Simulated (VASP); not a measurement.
Set up this calculation in VASP 6.6.1, as the native input.

```yaml
Task: single point
Functional: PBE
Potentials_or_basis: VASP PAW PBE potentials, release 64 (Zn, Au)
Cutoff: 500 eV
k_mesh: 6 × 6 × 6
Occupations: gaussian, width 0.1 eV
Spin: no spin polarisation
Dipole_correction: no
Further_INCAR_settings: ALGO = Normal; EDIFF = 1e-06; NBANDS = 18
```

The structure of ZnAu lies in POSCAR:

```
ZnAu
1.0
    3.1905344339      0.0000000000      0.0000000000
    0.0000000000      3.1905344339      0.0000000000
    0.0000000000      0.0000000000      3.1905344339
Zn Au
1 1
Direct
    0.5000000000      0.5000000000      0.5000000000
    0.0000000000      0.0000000000      0.0000000000
```

The input as run:

INCAR

```
ALGO = Normal ; EDIFF = 1E-6
ENCUT = 500 ; GGA = PE
GGA_COMPAT = F ; ISIF = 2
ISMEAR = 0 ; LASPH = T
LCHARG = F ; LREAL = F
LWAVE = F ; NBANDS = 18
NELM = 120 ; PREC = Accurate
SIGMA = 0.1
```

KPOINTS

```
k-points
0
Gamma
  6 6 6
```

Potentials or basis: VASP PAW PBE potentials, release 64 (Zn, Au).

Run with:

```console
$ cat potpaw_PBE.64/Zn/POTCAR potpaw_PBE.64/Au/POTCAR > POTCAR
$ mpirun -np 1 vasp_std > vasp.out
```

It gave:

```json
{"Pressure": "-0.1 GPa"}
```

Run time: 12 s on 1 thread of Intel Xeon 8259CL (shared host), peak memory 0.14 GiB.
